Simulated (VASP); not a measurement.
# Ga4As5 in VASP: single point with PBE

Aim: the single point of Ga4As5 with PBE.

Program: VASP 6.6.1. These are calculated values, not measurements. Logs are shortened: lines on timing, memory, paths and dates and some standing lists are left out, and cuts for length are marked.

### Step 1. The cell of the first run

The cell holds a slab with vacuum, 9 atoms: a = 3.998 Å, b = 3.998 Å, c = 28.307 Å, α = 90.00°, β = 90.00°, γ = 90.00°.

### Step 2. Single point, PBE

Contents of INCAR:

```
SYSTEM = Ga4As5
ALGO = Normal
DIPOL = 0.5 0.5 0.503
EDIFF = 1E-6
ENCUT = 520
GGA = PE
IDIPOL = 3
ISIF = 2
ISMEAR = 0
LASPH = .TRUE.
LCHARG = .TRUE.
LDIPOL = .TRUE.
LELF = .TRUE.
LREAL = .FALSE.
LVACPOTAV = .TRUE.
LVHAR = .TRUE.
LWAVE = .FALSE.
NBANDS = 48
NELM = 60
PREC = Accurate
SIGMA = 0.05
```

Contents of KPOINTS:

```
k-points
0
G
  7 7 1
  0 0 0
```

Contents of POSCAR:

```
Ga4As5
1.0
    3.9977696100      0.0000000000      0.0000000000
    0.0000000000      3.9977696100      0.0000000000
    0.0000000000      0.0000000000     28.3073998247
As Ga
5 4
Direct
    0.0000000000      0.5000000000      0.3002748417
    0.5000000000      0.0000000000      0.4001374208
    0.0000000000      0.5000000000      0.5021253848
    0.5000000000      0.0000000000      0.6054041567
    0.0000000000      0.5000000000      0.7092163181
    0.5000000000      0.5000000000      0.3502061312
    0.0000000000      0.0000000000      0.4500687104
    0.5000000000      0.5000000000      0.5540542833
    0.0000000000      0.0000000000      0.6580394249
```

Potentials or basis: VASP PAW PBE potentials, release 64 (As, Ga_d).

The run is started by

```sh
$ cat potpaw_PBE.64/As/POTCAR potpaw_PBE.64/Ga_d/POTCAR > POTCAR
$ mpirun -np 1 vasp_std > vasp.out
```

OUTCAR:

```text
SYSTEM = Ga4As5
   EDIFF = 1E-6
   ENCUT = 520
   GGA = PE
   ISIF = 2
   ISMEAR = 0
   LASPH = .TRUE.
   LREAL = .FALSE.
   NELM = 60
   PREC = Accurate

 ion  position               nearest neighbor table
   1  0.000  0.500  0.300-   6 2.45   6 2.45
   2  0.500  0.000  0.400-   7 2.45   7 2.45   6 2.45   6 2.45
   3  0.000  0.500  0.502-   8 2.48   8 2.48   7 2.48   7 2.48
   4  0.500  0.000  0.605-   8 2.47   8 2.47   9 2.49   9 2.49
   5  0.000  0.500  0.709-   9 2.47   9 2.47
   6  0.500  0.500  0.350-   1 2.45   1 2.45   2 2.45   2 2.45
   7  0.000  0.000  0.450-   2 2.45   2 2.45   3 2.48   3 2.48
   8  0.500  0.500  0.554-   4 2.47   4 2.47   3 2.48   3 2.48
   9  0.000  0.000  0.658-   5 2.47   5 2.47   4 2.49   4 2.49

  LATTYP: Found a simple tetragonal cell.
 ALAT       =     3.9977696100
 C/A-ratio  =     7.0807981915

  Lattice vectors:

 A1 = (   3.9977696100,   0.0000000000,   0.0000000000)
 A2 = (   0.0000000000,   3.9977696100,   0.0000000000)
 A3 = (   0.0000000000,   0.0000000000,  28.3073998247)

Analysis of symmetry for initial positions (statically):
=====================================================================
 Subroutine PRICEL returns:
 Original cell was already a primitive cell.

 Routine SETGRP: Setting up the symmetry group for a
 simple tetragonal supercell.

 Subroutine GETGRP returns: Found  4 space group operations
 (whereof  4 operations were pure point group operations)
 out of a pool of 16 trial point group operations.

The static configuration has the point symmetry C_2v.

Analysis of symmetry for dynamics (positions and initial velocities):
=====================================================================
 Subroutine PRICEL returns:
 Original cell was already a primitive cell.

 Routine SETGRP: Setting up the symmetry group for a
 simple tetragonal supercell.

 Subroutine GETGRP returns: Found  4 space group operations
 (whereof  4 operations were pure point group operations)
 out of a pool of 16 trial point group operations.

The dynamic configuration has the point symmetry C_2v.

 Subroutine INISYM returns: Found  4 space group operations
 (whereof  4 operations are pure point group operations),
 and found     1 'primitive' translations

----------------------------------------------------------------------------------------

                                     Primitive cell

  volume of cell :     452.4134

  direct lattice vectors                    reciprocal lattice vectors
     3.997769610  0.000000000  0.000000000     0.250139477  0.000000000  0.000000000
     0.000000000  3.997769610  0.000000000     0.000000000  0.250139477  0.000000000
     0.000000000  0.000000000 28.307399825     0.000000000  0.000000000  0.035326452

  length of vectors
     3.997769610  3.997769610 28.307399825     0.250139477  0.250139477  0.035326452

  position of ions in fractional coordinates (direct lattice)
     0.000000000  0.500000000  0.300274842
     0.500000000  0.000000000  0.400137421
     0.000000000  0.500000000  0.502125385
     0.500000000  0.000000000  0.605404157
     0.000000000  0.500000000  0.709216318
     0.500000000  0.500000000  0.350206131
     0.000000000  0.000000000  0.450068710
     0.500000000  0.500000000  0.554054283
     0.000000000  0.000000000  0.658039425

  ion indices of the primitive-cell ions
   primitive index   ion index
                 1           1
                 2           2
                 3           3
                 4           4
                 5           5
                 6           6
                 7           7
                 8           8
                 9           9

----------------------------------------------------------------------------------------

 KPOINTS: k-points

Automatic generation of k-mesh.
 Grid dimensions read from file:
 generate k-points for:    7    7    1

 Generating k-lattice:

  Cartesian coordinates                     Fractional coordinates (reciprocal lattice)
     0.035734211  0.000000000  0.000000000     0.142857143  0.000000000  0.000000000
     0.000000000  0.035734211  0.000000000     0.000000000  0.142857143  0.000000000
     0.000000000  0.000000000  0.035326452     0.000000000  0.000000000  1.000000000

  Length of vectors
     0.035734211  0.035734211  0.035326452

  Shift w.r.t. Gamma in fractional coordinates (k-lattice)
     0.000000000  0.000000000  0.000000000

 Subroutine IBZKPT returns following result:
 ===========================================

 Found     16 irreducible k-points:

 Following reciprocal coordinates:
            Coordinates               Weight
  0.000000  0.000000  0.000000      1.000000
  0.142857  0.000000  0.000000      2.000000
  0.000000  0.142857  0.000000      2.000000
  0.285714  0.000000  0.000000      2.000000
  0.000000  0.285714  0.000000      2.000000
  0.428571  0.000000  0.000000      2.000000
[... 8 lines left out ...]
 -0.285714  0.428571  0.000000      4.000000
  0.428571  0.428571  0.000000      4.000000
   k-points           NKPTS =     16   k-points in BZ     NKDIM =     16   number of bands    NBANDS=     48
   number of dos      NEDOS =    301   number of ions     NIONS =      9
   total plane-waves  NPLWV = 194400
   dimension x,y,z NGX =    30 NGY =   30 NGZ =  216
   dimension x,y,z NGXF=    60 NGYF=   60 NGZF=  432
   ions per type =               5   4
   NGX,Y,Z   is equivalent  to a cutoff of  12.48, 12.48, 12.69 a.u.
   NGXF,Y,Z  is equivalent  to a cutoff of  24.95, 24.95, 25.37 a.u.
 SYSTEM =  Ga4As5
   PREC   = accura    normal or accurate (medium, high low for compatibility)
   ISTART =      0    job   : 0-new  1-cont  2-samecut
   ICHARG =      2    charge: 1-file 2-atom 10-const
   ISPIN  =      1    spin polarized calculation?
   LNONCOLLINEAR =      F non collinear calculations
   LSORBIT =      F    spin-orbit coupling
   LASPH  =      T    aspherical Exc in radial PAW
   ENCUT  =  520.0 eV  38.22 Ry    6.18 a.u.   7.43  7.43 52.63*2*pi/ulx,y,z
   NELM   =     60;   NELMIN=  2; NELMDL= -5     # of ELM steps
   EDIFF  = 0.1E-05   stopping-criterion for ELM
   LREAL  =      F    real-space projection
   EDIFFG = 0.1E-04   stopping-criterion for IOM
   NSW    =      0    number of steps for IOM
   IBRION =     -1    ionic relax: 0-MD 1-quasi-New 2-CG
   NFREE  =      0    steps in history (QN), initial steepest desc. (CG)
   ISIF   =      2    stress and relaxation
   ISYM   =      2    0-nonsym 1-usesym 2-fastsym
   POTIM  = 0.5000    time-step for ionic-motion
   TEBEG  =    0.0;   TEEND  =   0.0 temperature during run
   PSTRESS=    0.0 pullay stress
   NELECT =      77.0000    total number of electrons
   NUPDOWN=      -1.0000    fix difference up-down
   EMIN   =  10.00;   EMAX   =-10.00  energy-range for DOS
   EFERMI =   0.00;   METHOD = LEGACY
   ISMEAR =     0;   SIGMA  =   0.05  broadening in eV -4-tet -1-fermi 0-gaus
   EFERMI_NEDOS =   21; number of points for ismear=-14 and -15
   IALGO  =     38    algorithm
   IMIX   =      4    mixing-type and parameters
     AMIX     =   0.40;   BMIX     =  1.00
     AMIX_MAG =   1.60;   BMIX_MAG =  1.00
  volume/ion in A,a.u.               =      50.27       339.23
  Fermi-wavevector in a.u.,A,eV,Ry     =   0.907249  1.714452 11.198969  0.823101
  Thomas-Fermi vector in A             =   2.031034
   LORBIT       =      0    0 simple, 1 ext, 2 COOP (PROOUT), +10 PAW based schemes
   GGA     = PE    functional components
   LHFCALC =     F    Hartree Fock is set to
   AEXX    =    0.0000 exact exchange contribution
   IVDW    =     0    specifies the selected vdW correction
   LEPSILON=     F    determine dielectric tensor
   LRPA    =     F    only Hartree local field effects (RPA)
 non-spin polarized calculation
 Gauss-broadening in eV      SIGMA  =   0.05
  energy-cutoff  :      520.00
  volume of cell :      452.41
 maximum number of plane-waves:     12297
 NGX is ok and might be reduce to    30
   NGX = 15   NGY = 15   NGZ =105

 dipolmoment           0.000000      0.000000     -0.005199 electrons x Angstroem

 number of electron      77.0000012 magnetization

 dipolmoment           0.000000      0.000000      0.001440 electrons x Angstroem

 Free energy of the ion-electron system (eV)
  ---------------------------------------------------
  ext. energy  EPLUGINS =         0.00000000
  ---------------------------------------------------
  free energy    TOTEN  =       -34.90133994 eV

  energy without entropy =      -34.89064963  energy(sigma->0) =      -34.89599478

 E-fermi :  -1.5986     XC(G=0):  -4.9733

 val. band max:       -1.6096163517   @ k =   0.2857   0.0000   0.0000
 cond. band min:      -1.5951492379   @ k =   0.2857   0.2857   0.0000
 fundamental gap:      0.0144671137
 Fermi energy:        -1.5985604909

 k-point     1 :       0.0000    0.0000    0.0000
  band No.  band energies     occupation
      1     -16.2390      2.00000
      2     -16.1779      2.00000
      3     -16.1551      2.00000
      4     -16.1520      2.00000
      5     -16.1102      2.00000
      6     -16.1092      2.00000
[... 40 lines left out ...]
     47       1.9358      0.00000
     48       2.1688      0.00000

 k-point     2 :       0.1429    0.0000    0.0000
  band No.  band energies     occupation
      1     -16.2360      2.00000
      2     -16.1800      2.00000
      3     -16.1585      2.00000
      4     -16.1513      2.00000
      5     -16.1171      2.00000
      6     -16.1088      2.00000
[... 40 lines left out ...]
     47       2.4735      0.00000
     48       2.9459      0.00000

 k-point     3 :       0.0000    0.1429    0.0000
  band No.  band energies     occupation
      1     -16.2359      2.00000
      2     -16.1778      2.00000
      3     -16.1583      2.00000
      4     -16.1544      2.00000
      5     -16.1143      2.00000
      6     -16.1104      2.00000
[... 652 lines left out ...]
     47       3.1528      0.00000
     48       3.4576      0.00000

 k-point    16 :       0.4286    0.4286    0.0000
  band No.  band energies     occupation
      1     -16.2455      2.00000
      2     -16.2240      2.00000
      3     -16.1713      2.00000
      4     -16.1279      2.00000
      5     -16.1185      2.00000
      6     -16.1116      2.00000
[... 40 lines left out ...]
     47       2.5702      0.00000
     48       3.0389      0.00000

------------------------ aborting loop because EDIFF is reached ----------------------------------------

  FORCE on cell =-STRESS in cart. coord.  units (eV):
  Direction    XX          YY          ZZ          XY          YZ          ZX
  --------------------------------------------------------------------------------------
  -------------------------------------------------------------------------------------
  Total       -0.2785522     -0.5798190      1.6149523      0.0000000      0.0000000      0.0000000
  in kB       -0.9864649     -2.0533714      5.7191933      0.0000000      0.0000000      0.0000000
  external PRESSURE =       0.8931190 kB  Pullay stress =       0.0000000 kB

 VOLUME and BASIS-vectors are now :
 -----------------------------------------------------------------------------
  energy-cutoff  :      520.00
  volume of cell :      452.41
      direct lattice vectors                 reciprocal lattice vectors
     3.997769610  0.000000000  0.000000000     0.250139477  0.000000000  0.000000000
     0.000000000  3.997769610  0.000000000     0.000000000  0.250139477  0.000000000
     0.000000000  0.000000000 28.307399825     0.000000000  0.000000000  0.035326452

 POSITION                                       TOTAL-FORCE (eV/Angst)
 -----------------------------------------------------------------------------------
      0.00000      1.99888      8.50000         0.000000      0.000000     -0.217822
      1.99888      0.00000     11.32685         0.000000      0.000000      0.209058
      0.00000      1.99888     14.21386         0.000000      0.000000      0.008003
      1.99888      0.00000     17.13742         0.000000      0.000000      0.015006
      0.00000      1.99888     20.07607         0.000000      0.000000      0.036768
      1.99888      1.99888      9.91342         0.000000      0.000000     -0.284522
      0.00000      0.00000     12.74027         0.000000      0.000000      0.271641
      1.99888      1.99888     15.68384         0.000000      0.000000     -0.021850
      0.00000      0.00000     18.62739         0.000000      0.000000     -0.016280
 -----------------------------------------------------------------------------------
    total drift:                                0.000000     -0.000000      0.003652

  FREE ENERGIE OF THE ION-ELECTRON SYSTEM (eV)
  ---------------------------------------------------
  free  energy   TOTEN  =       -34.9013399440 eV

  energy  without entropy=      -34.8906496251  energy(sigma->0) =      -34.89599478

 vacuum level on the upper side and lower side of the slab         4.221         4.205
```

Run time: 13 min. Hardware: 1 thread of Intel Xeon Platinum 8259CL at 2.50GHz (Skylake/Cascade Lake), shared host; peak memory 0.59 GiB.

Results:

| Property | Result |
| --- | --- |
| Free energy | -34.9013 eV |
| Largest force | 0.285 eV/Å |
| Band gap on the k mesh | zero (an odd number of electrons rules out a gap without spin polarisation) |

Forces on the atoms (eV/Å):
```
As   0.000  0.000 -0.218
As   0.000  0.000  0.209
As   0.000  0.000  0.008
As   0.000  0.000  0.015
As   0.000  0.000  0.037
Ga   0.000  0.000 -0.285
Ga   0.000  0.000  0.272
Ga   0.000  0.000 -0.022
Ga   0.000  0.000 -0.016
```
